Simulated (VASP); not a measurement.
Set up this calculation in VASP 6.6.1, as the native input.

- Task: single point
- Functional: PBEsol
- Potentials or basis: VASP PAW PBE potentials, release 64 (Hg, Te)
- Cutoff: 520 eV
- k mesh: 14 × 14 × 14
- Occupations: gaussian, width 0.15 eV
- Spin: no spin polarisation
- Dipole correction: no
- Further INCAR settings: ALGO = Normal; EDIFF = 1e-06; NBANDS = 16

The structure of HgTe lies in POSCAR:

```
HgTe
1.0
    0.0000000000      2.9656200000      3.0945600000
    2.9656200000      0.0000000000      3.0945600000
    2.9656200000      2.9656200000      0.0000000000
Hg Te
1 1
Direct
    0.0000000000      0.0000000000      0.0000000000
    0.7500000000      0.7500000000      0.7500000000
```

This cell differs from its parent crystal: strain -0.080 along x and y, -0.040 along z.

One way to write it, as run:

INCAR

```
ALGO     = Normal         # electronic algorithm
EDIFF    = 1E-6           # SCF threshold, eV
ENCUT    = 520            # plane-wave cutoff, eV
GGA      = PS             # functional
ISIF     = 2              # what is computed and relaxed
ISMEAR   = 0              # smearing method
LASPH    = True           # aspherical terms in the spheres
LCHARG   = False          # write CHGCAR
LREAL    = False          # projectors in reciprocal space
LWAVE    = False          # write WAVECAR
NBANDS   = 16             # bands
NELM     = 100            # most SCF steps
PREC     = Accurate       # precision mode
SIGMA    = 0.15           # smearing width, eV
```

KPOINTS

```
k-points
0
Gamma
  14 14 14
```

Potentials or basis: VASP PAW PBE potentials, release 64 (Hg, Te).

Run with:

```sh
$ cat potpaw_PBE.64/Hg/POTCAR potpaw_PBE.64/Te/POTCAR > POTCAR
$ mpirun -np 1 vasp_std > vasp.out
```

Results of the run:

| Property | Result |
| --- | --- |
| Pressure | 18.6 GPa |
| Band gap on the k mesh | zero (filled and empty bands touch) |

Caveat: the cell differs from its parent crystal (strain -0.080 along x and y, -0.040 along z); the PAW data sets were made with another functional, which shifts forces and pressure a little; spin-orbit coupling is left out, which moves the levels of the heavy elements.

Run time: 78 s on 1 thread of Intel(R) Xeon(R) Platinum 8488C (Sapphire Rapids), with other jobs on the host, peak memory 0.35 GiB.
